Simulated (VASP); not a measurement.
# ZnCd2SeS2 (I-4m2) in VASP: single point with PBE

Aim: the single point of ZnCd2SeS2 with PBE.

All numbers are computed with VASP 6.6.1; they aren't measurements. Logs are shortened: lines on timing, memory, paths and dates and some standing lists are left out, and cuts for length are marked.

## 1. The cell of the first run

The structure is tetragonal, space group I-4m2 (No. 119). Conventional cell: a = 4.120 Å, b = 4.120 Å, c = 17.717 Å, α = 90.00°, β = 90.00°, γ = 90.00°. Zn (site symmetry -4m2) has 4 S at 2.40 Å within 3.2 Å. Cd (site symmetry 2mm) has 2 S at 2.56 Å and 2 Se at 2.65 Å within 3.4 Å. Cd (site symmetry 2mm) has 2 S at 2.56 Å and 2 Se at 2.65 Å within 3.4 Å. Se (site symmetry -4m2) has 4 Cd at 2.65 Å within 3.5 Å. Within 3.2 Å of S (site symmetry 2mm) lie 2 Zn at 2.40 Å and 2 Cd at 2.56 Å. S (site symmetry 2mm) has 2 Zn at 2.40 Å and 2 Cd at 2.56 Å within 3.2 Å.

## 2. Single point, PBE

INCAR

```
SYSTEM = ZnCd2SeS2
PREC = Accurate ; ENCUT = 500
EDIFF = 1E-6 ; ISMEAR = 0
SIGMA = 0.1 ; LREAL = .False.
LASPH = .True. ; NELM = 120
ALGO = Normal ; ISIF = 2
LWAVE = .False. ; LCHARG = .True.
GGA = PE ; LELF = .True.
LVHAR = .True. ; NBANDS = 66
GGA_COMPAT = .False.
```

KPOINTS

```
regular mesh
0
Gamma
  4 2 4
  0 0 0
```

POSCAR

```
ZnCd2SeS2
1.0
    0.0000000000     -4.1198742328      0.0000000000
    8.2397484656      0.0000000000      0.0000000000
   -2.0599371164      2.0599371164      8.8585145393
Zn Cd Se S
2 4 2 4
Direct
    0.0000000000      0.5000000000      0.0000000000
    0.0000000000      0.0000000000      0.0000000000
    0.3440147023      0.1720073512      0.6880294046
    0.3440147023      0.6720073512      0.6880294046
    0.6559852977      0.3279926488      0.3119705954
    0.6559852977      0.8279926488      0.3119705954
    0.2500000000      0.3750000000      0.5000000000
    0.2500000000      0.8750000000      0.5000000000
    0.5698666182      0.0349333091      0.1397332364
    0.5698666182      0.5349333091      0.1397332364
    0.9301333818      0.2150666909      0.8602667636
    0.9301333818      0.7150666909      0.8602667636
```

Potentials or basis: VASP PAW PBE potentials, release 64 (Zn, Cd, Se, S).

Launch:

```bash
cat potpaw_PBE.64/Zn/POTCAR potpaw_PBE.64/Cd/POTCAR potpaw_PBE.64/Se/POTCAR potpaw_PBE.64/S/POTCAR > POTCAR
mpirun -np 1 vasp_std > vasp.out
```

OUTCAR:

```text
SYSTEM = ZnCd2SeS2
   PREC = Accurate
   ENCUT = 500
   EDIFF = 1E-6
   ISMEAR = 0
   LREAL = .False.
   LASPH = .True.
   NELM = 120
   ISIF = 2
   GGA = PE

 ion  position               nearest neighbor table
   1  0.000  0.500  0.000-  10 2.40  11 2.40  10 2.40  12 2.40
   2  0.000  0.000  0.000-   9 2.40  12 2.40  11 2.40   9 2.40
   3  0.344  0.172  0.688-  11 2.56  11 2.56   7 2.65   8 2.65
   4  0.344  0.672  0.688-  12 2.56  12 2.56   8 2.65   7 2.65
   5  0.656  0.328  0.312-   9 2.56  10 2.56   7 2.65   7 2.65
   6  0.656  0.828  0.312-  10 2.56   9 2.56   8 2.65   8 2.65
   7  0.250  0.375  0.500-   3 2.65   5 2.65   5 2.65   4 2.65
   8  0.250  0.875  0.500-   4 2.65   6 2.65   6 2.65   3 2.65
   9  0.570  0.035  0.140-   2 2.40   2 2.40   5 2.56   6 2.56
  10  0.570  0.535  0.140-   1 2.40   1 2.40   6 2.56   5 2.56
  11  0.930  0.215  0.860-   1 2.40   2 2.40   3 2.56   3 2.56
  12  0.930  0.715  0.860-   2 2.40   1 2.40   4 2.56   4 2.56

  LATTYP: Found a base centered monoclinic cell.
 ALAT       =    18.1897356514
 B/A-ratio  =     0.2264944533
 C/A-ratio  =     0.4529889067
 COS(beta)  =    -0.2264944533

  Lattice vectors:

 A1 = (  -2.0599371164,   2.0599371164,   8.8585145393)
 A2 = (  -2.0599371164,  -2.0599371164,   8.8585145393)
 A3 = (   8.2397484656,   0.0000000000,   0.0000000000)

Analysis of symmetry for initial positions (statically):
=====================================================================
 Subroutine PRICEL returns following result:

  LATTYP: Found a body centered tetragonal cell.
 ALAT       =     4.1198742328
 C/A-ratio  =     4.3003810499

  Lattice vectors:

 A1 = (  -2.0599371164,  -2.0599371164,  -8.8585145393)
 A2 = (   2.0599371164,   2.0599371164,  -8.8585145393)
 A3 = (   2.0599371164,  -2.0599371164,   8.8585145393)

   2 primitive cells build up your supercell.

 Routine SETGRP: Setting up the symmetry group for a
 base centered monoclinic supercell.

 Subroutine GETGRP returns: Found  2 space group operations
 (whereof  2 operations were pure point group operations)
 out of a pool of  4 trial point group operations.

The static configuration has the point symmetry C_1h.

Analysis of symmetry for dynamics (positions and initial velocities):
=====================================================================
 Subroutine PRICEL returns following result:

  LATTYP: Found a body centered tetragonal cell.
 ALAT       =     4.1198742328
 C/A-ratio  =     4.3003810499

  Lattice vectors:

 A1 = (  -2.0599371164,  -2.0599371164,  -8.8585145393)
 A2 = (   2.0599371164,   2.0599371164,  -8.8585145393)
 A3 = (   2.0599371164,  -2.0599371164,   8.8585145393)

   2 primitive cells build up your supercell.

 Routine SETGRP: Setting up the symmetry group for a
 base centered monoclinic supercell.

 Subroutine GETGRP returns: Found  2 space group operations
 (whereof  2 operations were pure point group operations)
 out of a pool of  4 trial point group operations.

The dynamic configuration has the point symmetry C_1h.

 Subroutine INISYM returns: Found  2 space group operations
 (whereof  2 operations are pure point group operations),
 and found     2 'primitive' translations

----------------------------------------------------------------------------------------

                                     Primitive cell

  volume of cell :     150.3588

  direct lattice vectors                    reciprocal lattice vectors
    -2.059937116 -2.059937116 -8.858514539     0.000000000 -0.242725856 -0.056442872
     2.059937116  2.059937116 -8.858514539     0.242725856  0.000000000 -0.056442872
     2.059937116 -2.059937116  8.858514539     0.242725856 -0.242725856  0.000000000

  length of vectors
     9.325232527  9.325232527  9.325232527     0.249202004  0.249202004  0.343266198

  position of ions in fractional coordinates (direct lattice)
     0.000000000  0.000000000  0.000000000
     0.655985298  0.655985298  0.000000000
     0.344014702  0.344014702  1.000000000
     0.750000000  0.250000000  0.500000000
     0.430133382  0.930133382  0.500000000
     0.069866618  0.569866618  0.500000000

  ion indices of the primitive-cell ions
   primitive index   ion index
                 1           1
                 2           4
                 3           5
                 4           7
                 5          10
                 6          12

----------------------------------------------------------------------------------------

 KPOINTS: regular mesh

Automatic generation of k-mesh.
 Grid dimensions read from file:
 generate k-points for:    4    2    4

 Generating k-lattice:

  Cartesian coordinates                     Fractional coordinates (reciprocal lattice)
     0.000000000 -0.060681464  0.014110718     0.250000000  0.000000000  0.000000000
     0.060681464  0.000000000  0.014110718     0.000000000  0.500000000  0.000000000
     0.000000000  0.000000000  0.028221436     0.000000000  0.000000000  0.250000000

  Length of vectors
     0.062300501  0.062300501  0.028221436

  Shift w.r.t. Gamma in fractional coordinates (k-lattice)
     0.000000000  0.000000000  0.000000000

 -----------------------------------------------------------------------------
|                                                                             |
|           W    W    AA    RRRRR   N    N  II  N    N   GGGG   !!!           |
|           W    W   A  A   R    R  NN   N  II  NN   N  G    G  !!!           |
|           W    W  A    A  R    R  N N  N  II  N N  N  G       !!!           |
|           W WW W  AAAAAA  RRRRR   N  N N  II  N  N N  G  GGG   !            |
|           WW  WW  A    A  R   R   N   NN  II  N   NN  G    G                |
|           W    W  A    A  R    R  N    N  II  N    N   GGGG   !!!           |
|                                                                             |
|     Your reciprocal lattice and k-lattice belong to different lattice       |
|     classes:                                                                |
|                                                                             |
|        The reciprocal lattice is base-centered monoclinic,                  |
|        whereas your k-lattice is body-centered tetragonal.                  |
|                                                                             |
|     Results are often still useful ...                                      |
|                                                                             |
 -----------------------------------------------------------------------------

 Subroutine IBZKPT returns following result:
 ===========================================

 Found     14 irreducible k-points:

 Following reciprocal coordinates:
            Coordinates               Weight
  0.000000  0.000000  0.000000      1.000000
  0.250000  0.000000  0.000000      4.000000
  0.500000  0.000000  0.000000      2.000000
  0.000000  0.500000  0.000000      1.000000
  0.250000  0.500000  0.000000      4.000000
  0.500000  0.500000  0.000000      2.000000
  0.000000  0.000000  0.250000      2.000000
  0.250000  0.000000  0.250000      4.000000
  0.500000  0.000000  0.250000      2.000000
  0.000000  0.500000  0.250000      2.000000
  0.250000  0.500000  0.250000      4.000000
  0.500000  0.500000  0.250000      2.000000
  0.000000  0.000000  0.500000      1.000000
  0.000000  0.500000  0.500000      1.000000
   k-points           NKPTS =     14   k-points in BZ     NKDIM =     14   number of bands    NBANDS=     66
   number of dos      NEDOS =    301   number of ions     NIONS =     12
   total plane-waves  NPLWV = 126000
   dimension x,y,z NGX =    30 NGY =   60 NGZ =   70
   dimension x,y,z NGXF=    60 NGYF=  120 NGZF=  140
   ions per type =               2   4   2   4
   NGX,Y,Z   is equivalent  to a cutoff of  12.11, 12.11, 12.48 a.u.
   NGXF,Y,Z  is equivalent  to a cutoff of  24.21, 24.21, 24.96 a.u.
 SYSTEM =  ZnCd2SeS2
   PREC   = accura    normal or accurate (medium, high low for compatibility)
   ISTART =      0    job   : 0-new  1-cont  2-samecut
   ICHARG =      2    charge: 1-file 2-atom 10-const
   ISPIN  =      1    spin polarized calculation?
   LNONCOLLINEAR =      F non collinear calculations
   LSORBIT =      F    spin-orbit coupling
   LASPH  =      T    aspherical Exc in radial PAW
   ENCUT  =  500.0 eV  36.75 Ry    6.06 a.u.   7.51 15.02 17.00*2*pi/ulx,y,z
   NELM   =    120;   NELMIN=  2; NELMDL= -5     # of ELM steps
   EDIFF  = 0.1E-05   stopping-criterion for ELM
   LREAL  =      F    real-space projection
   EDIFFG = 0.1E-04   stopping-criterion for IOM
   NSW    =      0    number of steps for IOM
   IBRION =     -1    ionic relax: 0-MD 1-quasi-New 2-CG
   NFREE  =      0    steps in history (QN), initial steepest desc. (CG)
   ISIF   =      2    stress and relaxation
   ISYM   =      2    0-nonsym 1-usesym 2-fastsym
   POTIM  = 0.5000    time-step for ionic-motion
   TEBEG  =    0.0;   TEEND  =   0.0 temperature during run
   PSTRESS=    0.0 pullay stress
   NELECT =     108.0000    total number of electrons
   NUPDOWN=      -1.0000    fix difference up-down
   EMIN   =  10.00;   EMAX   =-10.00  energy-range for DOS
   EFERMI =   0.00;   METHOD = LEGACY
   ISMEAR =     0;   SIGMA  =   0.10  broadening in eV -4-tet -1-fermi 0-gaus
   EFERMI_NEDOS =   21; number of points for ismear=-14 and -15
   IALGO  =     38    algorithm
   IMIX   =      4    mixing-type and parameters
     AMIX     =   0.40;   BMIX     =  1.00
     AMIX_MAG =   1.60;   BMIX_MAG =  1.00
  volume/ion in A,a.u.               =      25.06       169.11
  Fermi-wavevector in a.u.,A,eV,Ry     =   1.163670  2.199017 18.424026  1.354128
  Thomas-Fermi vector in A             =   2.300217
   LORBIT       =      0    0 simple, 1 ext, 2 COOP (PROOUT), +10 PAW based schemes
   GGA     = PE    functional components
   LHFCALC =     F    Hartree Fock is set to
   AEXX    =    0.0000 exact exchange contribution
   IVDW    =     0    specifies the selected vdW correction
   LEPSILON=     F    determine dielectric tensor
   LRPA    =     F    only Hartree local field effects (RPA)
 non-spin polarized calculation
 Gauss-broadening in eV      SIGMA  =   0.10
  energy-cutoff  :      500.00
  volume of cell :      300.72
 maximum number of plane-waves:      7686
   NGX = 15   NGY = 31   NGZ = 33

 number of electron     108.0000061 magnetization

 Free energy of the ion-electron system (eV)
  ---------------------------------------------------
  ext. energy  EPLUGINS =         0.00000000
  ---------------------------------------------------
  free energy    TOTEN  =       -36.56540053 eV

  energy without entropy =      -36.56540053  energy(sigma->0) =      -36.56540053

 E-fermi :   1.6673     XC(G=0):  -9.0366

 val. band max:        1.2009987953   @ k =   0.0000   0.0000   0.0000
 cond. band min:       2.1365330954   @ k =   0.0000   0.0000   0.0000
 fundamental gap:      0.9355343001
 Fermi energy:         1.6672988840

 k-point     1 :       0.0000    0.0000    0.0000
  band No.  band energies     occupation
      1     -11.3792      2.00000
      2     -10.8873      2.00000
      3     -10.8780      2.00000
      4     -10.7993      2.00000
      5     -10.7759      2.00000
      6     -10.7168      2.00000
[... 58 lines left out ...]
     65       7.4577      0.00000
     66       7.4718      0.00000

 k-point     2 :       0.2500    0.0000    0.0000
  band No.  band energies     occupation
      1     -11.1888      2.00000
      2     -10.8377      2.00000
      3     -10.7797      2.00000
      4     -10.7322      2.00000
      5     -10.7033      2.00000
      6     -10.6965      2.00000
[... 886 lines left out ...]
     65       7.4849      0.00000
     66       7.4849      0.00000

------------------------ aborting loop because EDIFF is reached ----------------------------------------

  FORCE on cell =-STRESS in cart. coord.  units (eV):
  Direction    XX          YY          ZZ          XY          YZ          ZX
  --------------------------------------------------------------------------------------
  -------------------------------------------------------------------------------------
  Total        0.6229200      0.6228689      0.3270142      0.0000000      0.0000000      0.0004787
  in kB        3.3188228      3.3185503      1.7422815      0.0000000      0.0000000      0.0025504
  external PRESSURE =       2.7932182 kB  Pullay stress =       0.0000000 kB

 VOLUME and BASIS-vectors are now :
 -----------------------------------------------------------------------------
  energy-cutoff  :      500.00
  volume of cell :      300.72
      direct lattice vectors                 reciprocal lattice vectors
     0.000000000 -4.119874233  0.000000000     0.000000000 -0.242725856  0.056442872
     8.239748466  0.000000000  0.000000000     0.121362928  0.000000000  0.028221436
    -2.059937116  2.059937116  8.858514539     0.000000000  0.000000000  0.112885743

 POSITION                                       TOTAL-FORCE (eV/Angst)
 -----------------------------------------------------------------------------------
      4.11987      0.00000      0.00000         0.000094     -0.000000      0.000002
      0.00000      0.00000      0.00000         0.000094     -0.000000      0.000002
      0.00000      0.00000      6.09492        -0.000209     -0.000000     -0.001987
      4.11987      0.00000      6.09492        -0.000209     -0.000000     -0.001987
      2.05994     -2.05994      2.76360         0.000172     -0.000000      0.001988
      6.17981     -2.05994      2.76360         0.000172     -0.000000      0.001988
      2.05994      0.00000      4.42926        -0.000027     -0.000000      0.000006
      6.17981      0.00000      4.42926        -0.000027     -0.000000      0.000006
     -0.00000     -2.05994      1.23783         0.000009     -0.000000     -0.021990
      4.11987     -2.05994      1.23783         0.000009     -0.000000     -0.021990
      0.00000     -2.05994      7.62069        -0.000039      0.000000      0.021982
      4.11987     -2.05994      7.62069        -0.000039      0.000000      0.021982
 -----------------------------------------------------------------------------------
    total drift:                                0.000263      0.000001     -0.000015

  FREE ENERGIE OF THE ION-ELECTRON SYSTEM (eV)
  ---------------------------------------------------
  free  energy   TOTEN  =       -36.5654005334 eV

  energy  without entropy=      -36.5654005334  energy(sigma->0) =      -36.56540053
```

Run time: 5.9 min. Hardware: 1 thread of Oxide Virtual Turin-like, shared host; peak memory 0.46 GiB.

Results:

| Property | Result |
| --- | --- |
| Free energy | -36.5654 eV |
| Pressure | 0.3 GPa |
| Largest force | 0.022 eV/Å |
| Band gap on the k mesh | 0.94 eV |

Forces on the atoms (eV/Å):
```
Zn   0.000  0.000  0.000
Zn   0.000  0.000  0.000
Cd   0.000  0.000 -0.002
Cd   0.000  0.000 -0.002
Cd   0.000  0.000  0.002
Cd   0.000  0.000  0.002
Se   0.000  0.000  0.000
Se   0.000  0.000  0.000
S    0.000  0.000 -0.022
S    0.000  0.000 -0.022
S    0.000  0.000  0.022
S    0.000  0.000  0.022
```

Stress tensor (GPa, compression positive):
```
0.33 0.00 0.00
0.00 0.33 0.00
0.00 0.00 0.17
```
